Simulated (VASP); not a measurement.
Here is a VASP 6.6.1 calculation.

The input INCAR:

```
ALGO = Normal
EDIFF = 1E-7
ENCUT = 520
GGA = PS
ISIF = 2
ISMEAR = 0
LASPH = True
LCHARG = False
LREAL = False
LWAVE = False
NBANDS = 14
NELM = 80
PREC = Accurate
SIGMA = 0.01
```

Contents of KPOINTS:

```
k-points
0
Gamma
  8 8 8
```

File POSCAR:

```
NaCl
1.0
    2.5971747215      2.5971747215      0.0000000000
   -2.5971747215      2.5971747215      0.0000000000
    0.0000000000      2.5971747215      2.5971747215
Na Cl
1 1
Direct
    0.0000000000      0.0000000000      0.0000000000
    0.5000000000      0.5000000000      0.0000000000
```

Potentials or basis: VASP PAW PBE potentials, release 64 (Na_pv, Cl).

Run with:

```bash
$ cat potpaw_PBE.64/Na_pv/POTCAR potpaw_PBE.64/Cl/POTCAR > POTCAR
$ mpirun -np 1 vasp_std > vasp.out
```

Task: What does it give for the band gap on the k mesh?

Result: 6.03 eV.

Task: What does it give for the pressure?

Result: 10.1 GPa.

Caveat: the cell stands under pressure; the PAW data sets were made with another functional, which shifts forces and pressure a little.
